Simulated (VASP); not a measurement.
Runs of VASP 6.6.1 on MgSe. It takes space group Fm-3m (No. 225, cubic). The conventional cell has a = 5.473 Å, b = 5.473 Å, c = 5.473 Å, α = 90.00°, β = 90.00°, γ = 90.00°. Mg (site symmetry m-3m) has 6 Se at 2.74 Å within 3.6 Å. Se (site symmetry m-3m) has 6 Mg at 2.74 Å within 3.6 Å. 

| level | potentials or basis | spin | cutoff (eV) | gap on the mesh (eV) | pressure (GPa) |
| --- | --- | --- | --- | --- | --- |
| LDA | VASP PAW LDA potentials, release 64 (Mg, Se) | off | 600 | (b) | (a) |
| PBE | VASP PAW PBE potentials, release 64 (Mg, Se) | off | 600 | 1.78 | 1.1 |
| r2SCAN | VASP PAW PBE potentials, release 64 (Mg, Se) | off | 660 | 2.44 | -0.3 |
| PBE | VASP PAW PBE potentials, release 64 (Mg, Se) | non-collinear, zero start, SOC | 600 | - | 1.1 |

Alike in all rows: task single point; cell as given; k mesh 8 × 8 × 8; smearing gaussian 0.01 eV.

Fill in the values left out.

(a) -3.1; (b) 1.63.

Caveats: the PAW data sets were made with another functional, which shifts forces and pressure a little (some runs).

A k mesh can miss the band edges, and rows without SOC leave out spin-orbit coupling on Se.
